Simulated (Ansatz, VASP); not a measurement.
# One calculation of Pb, two programs

```
Pb
1.0
     3.48000    0.00000    0.00000
    -1.74000    3.01377    0.00000
     0.00000    0.00000    5.14280
Pb
2
Cartesian
  0.0000 2.0092 1.2857
  1.7400 1.0046 3.8571
```

Change from the starting cell: strain +0.000 along x and y, -0.080 along z, atoms carried along.

Alike in both runs: task single point; functional PBEsol; k mesh 18 × 18 × 10; occupations gaussian, width 0.15 eV; no spin polarisation.

```csv
,VASP,Ansatz
version,VASP 6.6.1,Ansatz 0.2.0
potentials or method,"VASP PAW PBE potentials, release 64 (Pb_d), cutoff 520 eV","scalar-relativistic, plane waves, PAW"
valence electrons in the cell,28,28
```

```tsv
	VASP	Ansatz	Ansatz less VASP
gap on the k mesh at the Fermi level (eV)	none	none	-
pressure (GPa)	6.7	6.7	+0.08
traceless stress, the component that is largest in VASP (GPa)	4.02	4.02	+0.008
```

VASP's potentials were made for PBE, not for PBEsol. A gap of «none» marks a metal or a gap that the smearing closes.

Spin-orbit coupling is off throughout.
